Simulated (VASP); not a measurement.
Set up this calculation in VASP 6.6.1, as the native input.

```yaml
Task: single point
Functional: PBE
Potentials_or_basis: VASP PAW PBE potentials, release 64 (Zn, S)
Cutoff: 520 eV
k_mesh: 6 × 6 × 4
Occupations: fermi-dirac, width 0.05 eV
Spin: no spin polarisation
Dipole_correction: no
Further_INCAR_settings: ALGO = Normal; EDIFF = 1e-06; NBANDS = 26
```

The structure of ZnS (Wurtzite-2H) lies in POSCAR:

```
ZnS
1.0
    3.8110000000      0.0000000000      0.0000000000
   -1.9055000000      3.3004230000      0.0000000000
    0.0000000000      0.0000000000      6.2340000000
Zn S
2 2
Direct
    0.3333333333      0.6666666667      0.0000000000
    0.6666666667      0.3333333333      0.5000000000
    0.3333333333      0.6666666667      0.3850000000
    0.6666666667      0.3333333333      0.8850000000
```

These files were run (other wordings do the same):

INCAR

```
SYSTEM = ZnS
  PREC = Accurate
  ENCUT = 520
  EDIFF = 1E-6
  ISMEAR = -1
  SIGMA = 0.05
  LREAL = .False.
  LASPH = .True.
  NELM = 60
  ALGO = Normal
  ISIF = 2
  LWAVE = .False.
  LCHARG = .False.
  GGA = PE
  NBANDS = 26
```

KPOINTS

```
regular mesh
0
Gamma
  6 6 4
  0 0 0
```

Potentials or basis: VASP PAW PBE potentials, release 64 (Zn, S).

Run with:

```bash
$ cat potpaw_PBE.64/Zn/POTCAR potpaw_PBE.64/S/POTCAR > POTCAR
$ mpirun -np 1 vasp_std > vasp.out
```

Results of the run:

```json
{"Pressure": "2.5 GPa", "Largest force": "0.324 eV/Å", "Band gap on the k mesh": "2.25 eV, direct"}
```

Run time: 18 s on 1 thread of Intel(R) Xeon(R) 6975P-C (Granite Rapids) (shared host), peak memory 0.19 GiB.
